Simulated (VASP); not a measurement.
# AlN (Fm-3m) in VASP: a series of runs, part 2 of 2

VASP 6.6.1.

## Step 4: Relaxation of cell and atoms, PBEsol+D3(BJ)

Contents of INCAR:

```
PREC     = Accurate       # precision mode
ENCUT    = 600            # plane-wave cutoff, eV
EDIFF    = 1E-6           # SCF threshold, eV
ISMEAR   = -1             # smearing method
SIGMA    = 0.05           # smearing width, eV
LREAL    = F              # projectors in reciprocal space
LASPH    = T              # aspherical terms in the spheres
NELM     = 80             # most SCF steps
ALGO     = Normal         # electronic algorithm
ISIF     = 3              # what is computed and relaxed
LWAVE    = F              # write WAVECAR
LCHARG   = F              # write CHGCAR
GGA      = PS             # functional
IVDW     = 12             # dispersion correction
IBRION   = 2              # ionic algorithm
NSW      = 60             # ionic steps
EDIFFG   = -0.01          # ionic threshold
```

Contents of KPOINTS:

```
Automatic mesh
0
Gamma
  11 11 11
```

Contents of POSCAR:

```
AlN
1.0
    0.0000000000      2.0345180000      2.0345180000
    2.0345180000      0.0000000000      2.0345180000
    2.0345180000      2.0345180000      0.0000000000
Al N
1 1
Direct
    0.5000000000      0.5000000000      0.5000000000
    0.0000000000      0.0000000000      0.0000000000
```

Launch:

```console
> cat potpaw_PBE.64/Al/POTCAR potpaw_PBE.64/N/POTCAR > POTCAR
> mpirun -np 1 vasp_std > vasp.out
```

It took 11 s on 1 thread of Intel Xeon 6975P-C, shared host; peak memory 0.15 GiB.

The run converged. Its results:

| Item | Value |
| --- | --- |
| Free energy | -16.0306 eV |
| Relaxed volume | 8.09 Å³/atom |
| Relaxed cell | a = 2.839 Å, b = 2.839 Å, c = 2.839 Å, α = 60.00°, β = 60.00°, γ = 60.00° |
| Space group after relaxing (to 0.05 Å) | Fm-3m (No. 225) |
| Energy gained by relaxing | 10.8 meV/atom |
| Ionic steps | 3 |
| Pressure after relaxing | -0.1 GPa |
| Band gap on the k mesh | 4.88 eV, indirect (least direct gap 5.97 eV) |
| Dispersion energy per atom | -0.293 eV |

Step by step:
| step | energy change (eV) | largest force (eV/Å) | pressure (GPa) | volume (Å³) |
| --- | --- | --- | --- | --- |
| 1 | 0.0000 | 0.0000 | -10.14 | 16.84 |
| 2 | -0.0006 | 0.0000 | 11.44 | 15.58 |
| 3 | -0.0215 | 0.0000 | -0.08 | 16.19 |

Final structure:
```
Al N
1.0
     0.00000    2.00781    2.00781
     2.00781    0.00000    2.00781
     2.00781    2.00781    0.00000
Al N
1 1
Direct
  0.50000 0.50000 0.50000
  0.00000 0.00000 0.00000
```

Levels at points of the mesh, in eV from the valence-band top:
| k point | band 2 | band 3 | band 4 | band 5 | band 6 | band 7 |
| --- | --- | --- | --- | --- | --- | --- |
| (0.00, 0.00, 0.00) | 0.00 | 0.00 | 0.00 | 5.97 | 12.09 | 12.09 |

Caveat: the PAW data sets were made with another functional, which shifts forces and pressure a little.

## Step 5: Relaxation of cell and atoms, PBEsol+D4

Contents of INCAR:

```
PREC = Accurate
ENCUT = 600
EDIFF = 1E-6
ISMEAR = -1
SIGMA = 0.05
LREAL = False
LASPH = True
NELM = 60
ALGO = Normal
ISIF = 3
LWAVE = False
LCHARG = False
GGA = PS
IVDW = 13
IBRION = 2
NSW = 60
EDIFFG = -0.01
```

KPOINTS is that of step 4.

POSCAR is that of step 4.

Potentials or basis: VASP PAW PBE potentials, release 64 (Al, N).

Launch:

```console
> cat potpaw_PBE.64/Al/POTCAR potpaw_PBE.64/N/POTCAR > POTCAR
> mpirun -np 1 vasp_std > vasp.out
```

OUTCAR:

```text
PREC = Accurate
   ENCUT = 600
   EDIFF = 1E-6
   ISMEAR = -1
   LREAL = False
   LASPH = True
   NELM = 60
   ISIF = 3
   GGA = PS
   IVDW = 13
   IBRION = 2
   NSW = 60
   EDIFFG = -0.01

 ion  position               nearest neighbor table
   1  0.500  0.500  0.500-   2 2.03   2 2.03   2 2.03   2 2.03   2 2.03   2 2.03
   2  0.000  0.000  0.000-   1 2.03   1 2.03   1 2.03   1 2.03   1 2.03   1 2.03

  LATTYP: Found a face centered cubic cell.
 ALAT       =     4.0690360000

  Lattice vectors:

 A1 = (   0.0000000000,   2.0345180000,   2.0345180000)
 A2 = (   2.0345180000,   0.0000000000,   2.0345180000)
 A3 = (   2.0345180000,   2.0345180000,   0.0000000000)

Analysis of symmetry for initial positions (statically):
=====================================================================
 Subroutine PRICEL returns:
 Original cell was already a primitive cell.

 Routine SETGRP: Setting up the symmetry group for a
 face centered cubic supercell.

 Subroutine GETGRP returns: Found 48 space group operations
 (whereof 48 operations were pure point group operations)
 out of a pool of 48 trial point group operations.

The static configuration has the point symmetry O_h .

Analysis of symmetry for dynamics (positions and initial velocities):
=====================================================================
 Subroutine PRICEL returns:
 Original cell was already a primitive cell.

 Routine SETGRP: Setting up the symmetry group for a
 face centered cubic supercell.

 Subroutine GETGRP returns: Found 48 space group operations
 (whereof 48 operations were pure point group operations)
 out of a pool of 48 trial point group operations.

The dynamic configuration has the point symmetry O_h .

 Subroutine INISYM returns: Found 48 space group operations
 (whereof 48 operations are pure point group operations),
 and found     1 'primitive' translations

----------------------------------------------------------------------------------------

                                     Primitive cell

  volume of cell :      16.8428

[... 98 lines left out ...]
   PSTRESS=    0.0 pullay stress
   NELECT =       8.0000    total number of electrons
   NUPDOWN=      -1.0000    fix difference up-down
   EMIN   =  10.00;   EMAX   =-10.00  energy-range for DOS
   EFERMI =   0.00;   METHOD = LEGACY
   ISMEAR =    -1;   SIGMA  =   0.05  broadening in eV -4-tet -1-fermi 0-gaus
   EFERMI_NEDOS =   21; number of points for ismear=-14 and -15
   IALGO  =     38    algorithm
   IMIX   =      4    mixing-type and parameters
     AMIX     =   0.40;   BMIX     =  1.00
     AMIX_MAG =   1.60;   BMIX_MAG =  1.00
  volume/ion in A,a.u.               =       8.42        56.83
  Fermi-wavevector in a.u.,A,eV,Ry     =   1.277321  2.413786 22.198561  1.631548
  Thomas-Fermi vector in A             =   2.409927
   LORBIT       =      0    0 simple, 1 ext, 2 COOP (PROOUT), +10 PAW based schemes
   GGA     = PS    functional components
   LHFCALC =     F    Hartree Fock is set to
   AEXX    =    0.0000 exact exchange contribution
   IVDW    =    13    specifies the selected vdW correction
   LEPSILON=     F    determine dielectric tensor
   LRPA    =     F    only Hartree local field effects (RPA)
 conjugate gradient relaxation of ions
 non-spin polarized calculation
  energy-cutoff  :      600.00
  volume of cell :       16.84
 maximum number of plane-waves:       572
   NGX = 11   NGY = 11   NGZ = 11

--------------------------------------- Ionic step        1  -------------------------------------------

 number of electron       7.9999999 magnetization

 Free energy of the ion-electron system (eV)
  ---------------------------------------------------
  ext. energy  EPLUGINS =         0.00000000
  ---------------------------------------------------
  free energy    TOTEN  =       -15.44668996 eV

  energy without entropy =      -15.44668996  energy(sigma->0) =      -15.44668996

------------------------ aborting loop because EDIFF is reached ----------------------------------------

  DFT-D4 for vdW energy calculation

  Edisp (eV):   -0.41623
[... 71 lines left out ...]
--------------------------------------- Ionic step        3  -------------------------------------------

 number of electron       7.9999999 magnetization

 Free energy of the ion-electron system (eV)
  ---------------------------------------------------
  ext. energy  EPLUGINS =         0.00000000
  ---------------------------------------------------
  free energy    TOTEN  =       -15.44845621 eV

  energy without entropy =      -15.44845621  energy(sigma->0) =      -15.44845621

 E-fermi :  11.0241     XC(G=0): -12.5189

 val. band max:       10.0707208412   @ k =   0.0000   0.0000   0.0000
 cond. band min:      14.8908984209   @ k =   0.4545   0.4545   0.0000
 fundamental gap:      4.8201775797
 Fermi energy:        11.0240523670

 k-point     1 :       0.0000    0.0000    0.0000
  band No.  band energies     occupation
      1      -7.6096      2.00000
      2      10.0707      2.00000
      3      10.0707      2.00000
      4      10.0707      2.00000
      5      15.9446      0.00000
      6      22.1403      0.00000
      7      22.1403      0.00000
      8      22.1403      0.00000
[... 243 lines left out ...]
 k-point    24 :      -0.1818    0.1818    0.0000
  band No.  band energies     occupation
      1      -5.8758      2.00000
      2       5.5340      2.00000
      3       7.4959      2.00000
      4       9.4978      2.00000
      5      18.6436      0.00000
      6      19.9146      0.00000
      7      21.3740      0.00000
      8      22.8129      0.00000

 [... further k-points ...]

------------------------ aborting loop because EDIFF is reached ----------------------------------------

  DFT-D4 for vdW energy calculation

  Edisp (eV):   -0.42940
[... 25 lines left out ...]
  FREE ENERGIE OF THE ION-ELECTRON SYSTEM (eV)
  ---------------------------------------------------
  free  energy   TOTEN  =       -15.8778556604 eV

  energy  without entropy=      -15.8778556603  energy(sigma->0) =      -15.87785566

 reached required accuracy - stopping structural energy minimisation
```

CONTCAR:

```text
AlN
   1.00000000000000
     0.0000000000000000    2.0121834923803443    2.0121834923803443
     2.0121834923803443    0.0000000000000000    2.0121834923803443
     2.0121834923803443    2.0121834923803443   -0.0000000000000000
  Al              N
     1     1
Direct
     0.5000000000000000    0.5000000000000000    0.5000000000000000
     0.0000000000000000    0.0000000000000000    0.0000000000000000

  0.00000000E+00  0.00000000E+00  0.00000000E+00
  0.00000000E+00  0.00000000E+00  0.00000000E+00
```

Run time: 16 s. Hardware: 1 thread of Intel Xeon 6975P-C, shared host; peak memory 0.14 GiB.

What came out:

| Item | Value |
| --- | --- |
| Free energy | -15.8779 eV |
| Relaxed volume | 8.15 Å³/atom |
| Relaxed cell | a = 2.846 Å, b = 2.846 Å, c = 2.846 Å, α = 60.00°, β = 60.00°, γ = 60.00° |
| Space group after relaxing (to 0.05 Å) | Fm-3m (No. 225) |
| Energy gained by relaxing | 7.5 meV/atom |
| Ionic steps | 3 |
| Pressure after relaxing | -0.1 GPa |
| Band gap on the k mesh | 4.82 eV, indirect (least direct gap 5.87 eV) |
| Dispersion energy per atom | -0.215 eV |

The path:
| step | energy change (eV) | largest force (eV/Å) | pressure (GPa) | volume (Å³) |
| --- | --- | --- | --- | --- |
| 1 | 0.0000 | 0.0000 | -8.47 | 16.84 |
| 2 | -0.0006 | 0.0000 | 9.28 | 15.78 |
| 3 | -0.0149 | 0.0000 | -0.05 | 16.29 |

Final structure:
```
CELL_PARAMETERS angstrom
0.00000 2.01218 2.01218
2.01218 0.00000 2.01218
2.01218 2.01218 0.00000
ATOMIC_POSITIONS crystal
Al 0.50000 0.50000 0.50000
N 0.00000 0.00000 0.00000
```

Caveat: the PAW data sets were made with another functional, which shifts forces and pressure a little.

## Step 6: Relaxation of cell and atoms, RPBE+D3(BJ)

Contents of INCAR:

```
SYSTEM = AlN
PREC = Accurate
ENCUT = 600
EDIFF = 1E-6
ISMEAR = -1
SIGMA = 0.05
LREAL = .False.
LASPH = .True.
NELM = 80
ALGO = Normal
ISIF = 3
LWAVE = .False.
LCHARG = .False.
GGA = RP
IVDW = 12
IBRION = 2
NSW = 60
EDIFFG = -0.01
```

Contents of KPOINTS:

```
Automatic mesh
0
Gamma
  11 11 11
  0 0 0
```

POSCAR is that of step 5.

Potentials or basis: VASP PAW PBE potentials, release 64 (Al, N).

Launch:

```console
> cat potpaw_PBE.64/Al/POTCAR potpaw_PBE.64/N/POTCAR > POTCAR
> mpirun -np 1 vasp_std > vasp.out
```

Wall time 15 s (1 thread of Intel Xeon 6975P-C, shared host); peak memory 0.15 GiB.

It converged, with:

```
Free energy                            : -16.8989 eV
Relaxed volume                         : 7.62 Å³/atom
Relaxed cell                           : a = 2.783 Å, b = 2.783 Å, c = 2.783 Å, α = 60.00°, β = 60.00°, γ = 60.00°
Space group after relaxing (to 0.05 Å) : Fm-3m (No. 225)
Energy gained by relaxing              : 70.6 meV/atom
Ionic steps                            : 4
Pressure after relaxing                : 0.0 GPa
Band gap on the k mesh                 : 5.23 eV, indirect (least direct gap 6.91 eV)
Dispersion energy per atom             : -1.651 eV
```

Step by step:
```
step  energy change (eV)  largest force (eV/Å)  pressure (GPa)  volume (Å³)
   1              0.0000                0.0000          -25.99        16.84
   2              0.0342                0.0000           40.45        13.73
   3             -0.1412                0.0000           -0.62        15.27
   4             -0.1412                0.0000            0.01        15.24
```

Final structure:
```yaml
crystal:
  lattice:
    - [0.00000, 1.96781, 1.96781]
    - [1.96781, 0.00000, 1.96781]
    - [1.96781, 1.96781, 0.00000]
  atoms:
    - { symbol: Al, position: [0.50000, 0.50000, 0.50000] }
    - { symbol: N, position: [0.00000, 0.00000, 0.00000] }
```

Levels at points of the mesh, in eV from the valence-band top:
```csv
k point,band 2,band 3,band 4,band 5,band 6,band 7
"(0.00, 0.00, 0.00)",0.00,0.00,0.00,6.91,12.43,12.43
```

Caveat: the PAW data sets were made with another functional, which shifts forces and pressure a little. Expect the measured gap to be larger: semilocal functionals such as RPBE lack the derivative discontinuity.

## Step 7: Summary

```csv
task,level,cell,cutoff (eV),smearing,gap on the mesh (eV),pressure (GPa),relaxed volume (Å³/atom)
single point,PBE,as given,520,gaussian 0.029 eV,4.55,0.0,-
single point,PBE,as given,520,gaussian 0.03 eV,4.55,0.0,-
relaxation of cell and atoms,PBEsol+D3(BJ),relaxed,600,fermi-dirac 0.05 eV,4.88,-0.1,8.09
relaxation of cell and atoms,PBEsol+D4,relaxed,600,fermi-dirac 0.05 eV,4.82,-0.1,8.15
relaxation of cell and atoms,RPBE+D3(BJ),relaxed,600,fermi-dirac 0.05 eV,5.23,0.0,7.62
```

Alike in all rows: potentials or basis VASP PAW PBE potentials, release 64 (Al, N); no spin polarisation; k mesh 11 × 11 × 11.

Caveats: the PAW data sets were made with another functional, which shifts forces and pressure a little (some runs).

Absolute energies hang on the potentials; compare differences alone.
